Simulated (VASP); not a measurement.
# SrRe (P-6m2) in VASP: notebook

SrRe is run at these levels: PBE; tasks: single point, relaxation of cell and atoms.

Program: VASP 6.6.1. These are calculated values, not measurements. Logs are shortened: lines on timing, memory, paths and dates and some standing lists are left out, and cuts for length are marked.

## (1) The cell of the first run

Symmetry: P-6m2, No. 187, hexagonal system. The conventional cell has a = 2.971 Å, b = 2.971 Å, c = 5.512 Å, α = 90.00°, β = 90.00°, γ = 120.00°. Within 3.9 Å of Sr (site symmetry -6m2) lie 6 Sr at 2.97 Å and 6 Re at 3.25 Å. Re (site symmetry -6m2) has 6 Re at 2.97 Å and 6 Sr at 3.25 Å within 3.9 Å.

## (2) Single point, PBE

The input, INCAR:

```
PREC = Accurate
ENCUT = 520
EDIFF = 1E-6
ISMEAR = 0
SIGMA = 0.1
LREAL = False
LASPH = True
NELM = 60
ALGO = Fast
ISIF = 2
LWAVE = False
LCHARG = False
GGA = PE
NBANDS = 16
```

The input, KPOINTS:

```
Automatic mesh
0
Gamma
  24 24 10
```

The input, POSCAR:

```
SrRe
1.0
    2.9712167724      0.0000000000      0.0000000000
   -1.4856083862      2.5731492050      0.0000000000
    0.0000000000      0.0000000000      5.5116005283
Sr Re
1 1
Direct
    0.3333333333      0.6666666667      0.5000000000
    0.0000000000      0.0000000000      0.0000000000
```

Potentials or basis: VASP PAW PBE potentials, release 64 (Sr_sv, Re).

Started as:

```sh
$ cat potpaw_PBE.64/Sr_sv/POTCAR potpaw_PBE.64/Re/POTCAR > POTCAR
$ mpirun -np 1 vasp_std > vasp.out
```

OUTCAR:

```text
PREC = Accurate
   ENCUT = 520
   EDIFF = 1E-6
   ISMEAR = 0
   LREAL = False
   LASPH = True
   NELM = 60
   ISIF = 2
   GGA = PE

 ion  position               nearest neighbor table
   1  0.333  0.667  0.500-   2 3.25   2 3.25   2 3.25   2 3.25   2 3.25   2 3.25
   2  0.000  0.000  0.000-   1 3.25   1 3.25   1 3.25   1 3.25   1 3.25   1 3.25

  LATTYP: Found a hexagonal cell.
 ALAT       =     2.9712167724
 C/A-ratio  =     1.8549977839

  Lattice vectors:

 A1 = (   2.9712167724,   0.0000000000,   0.0000000000)
 A2 = (  -1.4856083862,   2.5731492050,   0.0000000000)
 A3 = (   0.0000000000,   0.0000000000,   5.5116005283)

Analysis of symmetry for initial positions (statically):
=====================================================================
 Subroutine PRICEL returns:
 Original cell was already a primitive cell.

 Routine SETGRP: Setting up the symmetry group for a
 hexagonal supercell.

 Subroutine GETGRP returns: Found 12 space group operations
 (whereof 12 operations were pure point group operations)
 out of a pool of 24 trial point group operations.

The static configuration has the point symmetry D_3h.

Analysis of symmetry for dynamics (positions and initial velocities):
=====================================================================
 Subroutine PRICEL returns:
 Original cell was already a primitive cell.

 Routine SETGRP: Setting up the symmetry group for a
 hexagonal supercell.

 Subroutine GETGRP returns: Found 12 space group operations
 (whereof 12 operations were pure point group operations)
 out of a pool of 24 trial point group operations.

The dynamic configuration has the point symmetry D_3h.

 Subroutine INISYM returns: Found 12 space group operations
 (whereof 12 operations are pure point group operations),
 and found     1 'primitive' translations

----------------------------------------------------------------------------------------

                                     Primitive cell

  volume of cell :      42.1383

  direct lattice vectors                    reciprocal lattice vectors
     2.971216772  0.000000000  0.000000000     0.336562451  0.194314422  0.000000000
    -1.485608386  2.573149205  0.000000000     0.000000000  0.388628844  0.000000000
     0.000000000  0.000000000  5.511600528     0.000000000  0.000000000  0.181435500

  length of vectors
     2.971216772  2.971216772  5.511600528     0.388628844  0.388628844  0.181435500

  position of ions in fractional coordinates (direct lattice)
     0.333333333  0.666666667  0.500000000
     0.000000000  0.000000000  0.000000000

  ion indices of the primitive-cell ions
   primitive index   ion index
                 1           1
                 2           2

----------------------------------------------------------------------------------------

 KPOINTS: Automatic mesh

Automatic generation of k-mesh.
 Grid dimensions read from file:
 generate k-points for:   24   24   10

 Generating k-lattice:

  Cartesian coordinates                     Fractional coordinates (reciprocal lattice)
     0.014023435  0.008096434  0.000000000     0.041666667 -0.000000000  0.000000000
     0.000000000  0.016192868  0.000000000     0.000000000  0.041666667  0.000000000
     0.000000000  0.000000000  0.018143550     0.000000000  0.000000000  0.100000000

  Length of vectors
     0.016192868  0.016192868  0.018143550

  Shift w.r.t. Gamma in fractional coordinates (k-lattice)
     0.000000000  0.000000000  0.000000000

 Subroutine IBZKPT returns following result:
 ===========================================

 Found    366 irreducible k-points:

 Following reciprocal coordinates:
            Coordinates               Weight
  0.000000  0.000000  0.000000      1.000000
  0.041667  0.000000  0.000000      6.000000
  0.083333  0.000000  0.000000      6.000000
  0.125000  0.000000  0.000000      6.000000
  0.166667  0.000000  0.000000      6.000000
  0.208333 -0.000000  0.000000      6.000000
[... 16 lines left out ...]
  0.416667  0.041667  0.000000     12.000000
  0.458333  0.041667  0.000000     12.000000
 [... further k-points ...]
   k-points           NKPTS =    366   k-points in BZ     NKDIM =    366   number of bands    NBANDS=     16
   number of dos      NEDOS =    301   number of ions     NIONS =      2
   total plane-waves  NPLWV =  24192
   dimension x,y,z NGX =    24 NGY =   24 NGZ =   42
   dimension x,y,z NGXF=    48 NGYF=   48 NGZF=   84
   ions per type =               1   1
   NGX,Y,Z   is equivalent  to a cutoff of  13.43, 13.43, 12.67 a.u.
   NGXF,Y,Z  is equivalent  to a cutoff of  26.86, 26.86, 25.34 a.u.
 SYSTEM =  unknown system
   PREC   = accura    normal or accurate (medium, high low for compatibility)
   ISTART =      0    job   : 0-new  1-cont  2-samecut
   ICHARG =      2    charge: 1-file 2-atom 10-const
   ISPIN  =      1    spin polarized calculation?
   LNONCOLLINEAR =      F non collinear calculations
   LSORBIT =      F    spin-orbit coupling
   LASPH  =      T    aspherical Exc in radial PAW
   ENCUT  =  520.0 eV  38.22 Ry    6.18 a.u.   5.52  5.52 10.25*2*pi/ulx,y,z
   NELM   =     60;   NELMIN=  2; NELMDL= -5     # of ELM steps
   EDIFF  = 0.1E-05   stopping-criterion for ELM
   LREAL  =      F    real-space projection
   EDIFFG = 0.1E-04   stopping-criterion for IOM
   NSW    =      0    number of steps for IOM
   IBRION =     -1    ionic relax: 0-MD 1-quasi-New 2-CG
   NFREE  =      0    steps in history (QN), initial steepest desc. (CG)
   ISIF   =      2    stress and relaxation
   ISYM   =      2    0-nonsym 1-usesym 2-fastsym
   POTIM  = 0.5000    time-step for ionic-motion
   TEBEG  =    0.0;   TEEND  =   0.0 temperature during run
   PSTRESS=    0.0 pullay stress
   NELECT =      17.0000    total number of electrons
   NUPDOWN=      -1.0000    fix difference up-down
   EMIN   =  10.00;   EMAX   =-10.00  energy-range for DOS
   EFERMI =   0.00;   METHOD = LEGACY
   ISMEAR =     0;   SIGMA  =   0.10  broadening in eV -4-tet -1-fermi 0-gaus
   EFERMI_NEDOS =   21; number of points for ismear=-14 and -15
   IALGO  =     68    algorithm
   IMIX   =      4    mixing-type and parameters
     AMIX     =   0.40;   BMIX     =  1.00
     AMIX_MAG =   1.60;   BMIX_MAG =  1.00
  volume/ion in A,a.u.               =      21.07       142.18
  Fermi-wavevector in a.u.,A,eV,Ry     =   1.209666  2.285937 19.909293  1.463292
  Thomas-Fermi vector in A             =   2.345236
   LORBIT       =      0    0 simple, 1 ext, 2 COOP (PROOUT), +10 PAW based schemes
   GGA     = PE    functional components
   LHFCALC =     F    Hartree Fock is set to
   AEXX    =    0.0000 exact exchange contribution
   IVDW    =     0    specifies the selected vdW correction
   LEPSILON=     F    determine dielectric tensor
   LRPA    =     F    only Hartree local field effects (RPA)
 non-spin polarized calculation
 RMM-DIIS sequential band-by-band and
 Gauss-broadening in eV      SIGMA  =   0.10
  energy-cutoff  :      520.00
  volume of cell :       42.14
 maximum number of plane-waves:      1172
 NGX is ok and might be reduce to    24
   NGX = 11   NGY = 11   NGZ = 21

 number of electron      17.0000001 magnetization

 Free energy of the ion-electron system (eV)
  ---------------------------------------------------
  ext. energy  EPLUGINS =         0.00000000
  ---------------------------------------------------
  free energy    TOTEN  =       -11.09147478 eV

  energy without entropy =      -11.08324503  energy(sigma->0) =      -11.08735990

 E-fermi :   5.3866     XC(G=0): -11.3590

 val. band max:        5.3849634536   @ k =   0.3750   0.0000   0.4000
 cond. band min:       5.3897037698   @ k =   0.2917   0.0833   0.5000
 fundamental gap:      0.0047403162
 Fermi energy:         5.3866180752

 k-point     1 :       0.0000    0.0000    0.0000
  band No.  band energies     occupation
      1     -30.6765      2.00000
      2     -12.5217      2.00000
      3     -11.0940      2.00000
      4     -11.0940      2.00000
      5      -1.3960      2.00000
      6       2.3558      2.00000
[... 8 lines left out ...]
     15      13.7374      0.00000
     16      13.7374      0.00000

 k-point     2 :       0.0417    0.0000    0.0000
  band No.  band energies     occupation
      1     -30.6662      2.00000
      2     -12.5110      2.00000
      3     -11.1618      2.00000
      4     -11.1077      2.00000
      5      -1.3352      2.00000
      6       2.4095      2.00000
[... 8 lines left out ...]
     15      13.6606      0.00000
     16      13.7158      0.00000

 k-point     3 :       0.0833    0.0000    0.0000
  band No.  band energies     occupation
      1     -30.6356      2.00000
      2     -12.4796      2.00000
      3     -11.3565      2.00000
      4     -11.1473      2.00000
      5      -1.1559      2.00000
      6       2.5590      2.00000
[... 8 lines left out ...]
     15      13.5054      0.00000
     16      13.6531      0.00000

 k-point     4 :       0.1250    0.0000    0.0000
  band No.  band energies     occupation
      1     -30.5866      2.00000
      2     -12.4292      2.00000
      3     -11.6550      2.00000
      4     -11.2096      2.00000
      5      -0.8676      2.00000
      6       2.7714      2.00000
[... 8 lines left out ...]
     15      13.4068      0.00000
     16      13.5564      0.00000
[... 324 lines left out ...]
 k-point    22 :       0.3750    0.0417    0.0000
  band No.  band energies     occupation
      1     -30.0858      2.00000
      2     -14.0304      2.00000
      3     -11.9110      2.00000
      4     -11.7954      2.00000
      5       1.4797      2.00000
      6       2.7924      2.00000
[... 8 lines left out ...]
     15      14.0147      0.00000
     16      15.1904      0.00000

 k-point    23 :       0.4167    0.0417    0.0000
  band No.  band energies     occupation
      1     -30.0396      2.00000
      2     -14.2111      2.00000
      3     -11.8629      2.00000
      4     -11.8414      2.00000
      5       1.4999      2.00000
      6       2.6358      2.00000
[... 8 lines left out ...]
     15      14.2470      0.00000
     16      15.1076      0.00000

 k-point    24 :       0.4583    0.0417    0.0000
  band No.  band energies     occupation
      1     -30.0155      2.00000
      2     -14.3036      2.00000
      3     -11.8650      2.00000
      4     -11.8378      2.00000
      5       1.4965      2.00000
      6       2.5559      2.00000
[... 8 lines left out ...]
     15      14.1959      0.00000
     16      15.2921      0.00000

 [... further k-points ...]
[... 5 lines left out ...]
  --------------------------------------------------------------------------------------
  -------------------------------------------------------------------------------------
  Total        0.0907534      0.0907534      0.0123699      0.0000000      0.0000000      0.0000000
  in kB        3.4506164      3.4506164      0.4703274      0.0000000      0.0000000      0.0000000
  external PRESSURE =       2.4571867 kB  Pullay stress =       0.0000000 kB

 VOLUME and BASIS-vectors are now :
 -----------------------------------------------------------------------------
  energy-cutoff  :      520.00
  volume of cell :       42.14
      direct lattice vectors                 reciprocal lattice vectors
     2.971216772  0.000000000  0.000000000     0.336562451  0.194314422  0.000000000
    -1.485608386  2.573149205  0.000000000     0.000000000  0.388628844  0.000000000
     0.000000000  0.000000000  5.511600528     0.000000000  0.000000000  0.181435500

 POSITION                                       TOTAL-FORCE (eV/Angst)
 -----------------------------------------------------------------------------------
     -0.00000      1.71543      2.75580         0.000000      0.000000      0.000000
      0.00000      0.00000      0.00000        -0.000000      0.000000      0.000000
 -----------------------------------------------------------------------------------
    total drift:                                0.000000     -0.000000     -0.000000

  FREE ENERGIE OF THE ION-ELECTRON SYSTEM (eV)
  ---------------------------------------------------
  free  energy   TOTEN  =       -11.0914747756 eV

  energy  without entropy=      -11.0832450300  energy(sigma->0) =      -11.08735990
```

It took 8.5 min on 1 thread of Intel Xeon Platinum 8259CL at 2.50GHz (Skylake/Cascade Lake), shared host; peak memory 0.39 GiB.

What came out:

```
Free energy : -11.0915 eV
Pressure    : 0.2 GPa
```

Caveat: spin-orbit coupling is left out, which moves the levels of the heavy elements.

## (3) Relaxation of cell and atoms, PBE

This run uses another cell than the first one, of 21.18 Å³/atom, 1.005 times its volume.

The input, INCAR:

```
SYSTEM = SrRe
ALGO = Fast
EDIFF = 1E-6
EDIFFG = -0.01
ENCUT = 600
GGA = PE
IBRION = 2
ISIF = 3
ISMEAR = 0
LASPH = .True.
LCHARG = .False.
LREAL = .False.
LWAVE = .False.
NELM = 60
NSW = 100
PREC = Accurate
SIGMA = 0.1
```

The input, KPOINTS:

```
k-points
0
Gamma
  24 24 10
  0 0 0
```

The input, POSCAR:

```
SrRe
1.0
    2.9840576611      0.0000000000      0.0000000000
   -1.4920288306      2.5842697409      0.0000000000
    0.0000000000      0.0000000000      5.4929901691
Sr Re
1 1
Direct
    0.3333333333      0.6666666667      0.5000000000
    0.0000000000      0.0000000000      0.0000000000
```

Potentials or basis: VASP PAW PBE potentials, release 64 (Sr_sv, Re).

Started as:

```sh
$ cat potpaw_PBE.64/Sr_sv/POTCAR potpaw_PBE.64/Re/POTCAR > POTCAR
$ mpirun -np 1 vasp_std > vasp.out
```

Wall time 11 min (1 thread of Intel Xeon Platinum 8259CL at 2.50GHz (Skylake/Cascade Lake), shared host); peak memory 0.43 GiB.

Results (log left out):

```yaml
Free_energy: -11.0925 eV
Relaxed_volume: 21.14 Å³/atom
Relaxed_cell: a = 2.978 Å, b = 2.978 Å, c = 5.504 Å, α = 90.00°, β = 90.00°, γ = 120.00°
Space_group_after_relaxing_to_0.05_Å: P-6m2 (No. 187)
Energy_gained_by_relaxing: 0.1 meV/atom
Ionic_steps: 3
Pressure_after_relaxing: 0.0 GPa
```

Stress tensor (GPa, compression positive):
```
-0.05  0.00  0.00
 0.00 -0.05  0.00
 0.00  0.00  0.05
```

Step by step:
| step | energy change (eV) | largest force (eV/Å) | pressure (GPa) | volume (Å³) |
| --- | --- | --- | --- | --- |
| 1 | 0.0000 | 0.0000 | -0.07 | 42.36 |
| 2 | -0.0002 | 0.0000 | -0.05 | 42.30 |
| 3 | -0.0002 | 0.0000 | -0.01 | 42.29 |

Final structure:
```yaml
crystal:
  lattice:
    - [2.97841, 0.00000, 0.00000]
    - [-1.48920, 2.57938, 0.00000]
    - [0.00000, 0.00000, 5.50421]
  atoms:
    - { symbol: Sr, position: [0.33333, 0.66667, 0.50000] }
    - { symbol: Re, position: [0.00000, 0.00000, 0.00000] }
```

Levels at points of the mesh, in eV from the Fermi level:
| k point | band 7 | band 8 | band 9 | band 10 | band 11 | band 12 |
| --- | --- | --- | --- | --- | --- | --- |
| (0.00, 0.00, 0.00) | -0.74 | -0.74 | 0.23 | 1.18 | 1.18 | 1.19 |
| (0.50, 0.00, 0.00) | -2.10 | 0.07 | 0.20 | 0.32 | 0.97 | 3.02 |
| (0.00, 0.00, 0.50) | -1.50 | -0.77 | -0.77 | 0.60 | 1.08 | 1.08 |
| (0.50, 0.00, 0.50) | -2.26 | -0.85 | 0.50 | 1.09 | 3.01 | 4.05 |

Caveat: spin-orbit coupling is left out, which moves the levels of the heavy elements.
